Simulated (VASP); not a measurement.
Here is a VASP 6.6.1 calculation.

File INCAR:

```
PREC = Accurate
ENCUT = 520
EDIFF = 1E-6
ISMEAR = 0
SIGMA = 0.1
LREAL = False
LASPH = True
NELM = 100
ALGO = Normal
ISIF = 2
LWAVE = False
LCHARG = True
GGA = PE
LELF = True
LVHAR = True
NBANDS = 31
```

The input KPOINTS:

```
Automatic mesh
0
Gamma
  6 6 6
```

File POSCAR:

```
SnC2
1.0
   -1.9857934500      1.9857934500      4.7888166200
    1.9857934500     -1.9857934500      4.7888166200
    1.9857934500      1.9857934500     -4.7888166200
Sn C
2 4
Direct
    0.0000000000      0.0000000000      0.0000000000
    0.7500000000      0.2500000000      0.5000000000
    0.7872112300      0.7872112300      0.0000000000
    0.5372112300      0.0372112300      0.5000000000
    0.9627887700      0.4627887700      0.5000000000
    0.2127887700      0.2127887700      0.0000000000
```

Potentials or basis: VASP PAW PBE potentials, release 64 (Sn_d, C).

Launch:

```console
$ cat potpaw_PBE.64/Sn_d/POTCAR potpaw_PBE.64/C/POTCAR > POTCAR
$ mpirun -np 1 vasp_std > vasp.out
```

Q: What does it give for the pressure?

A: 59.7 GPa.

Q: Predict the band gap on the k mesh.

A: Zero (bands 22 and 23 overlap by 1.24 eV).

Q: What does it give for the largest force?

A: 1.617 eV/Å.

Forces on the atoms (eV/Å):
```
Sn   0.000  0.000  0.000
Sn   0.000  0.000  0.000
C    0.000  0.000 -1.617
C    0.000  0.000 -1.617
C    0.000  0.000  1.617
C    0.000  0.000  1.617
```

Caveat: the cell stands under pressure; spin-orbit coupling is left out, which moves the levels of the heavy elements; forces of over 1 eV/Å act on the atoms, so gaps and moduli don't describe the material at rest.
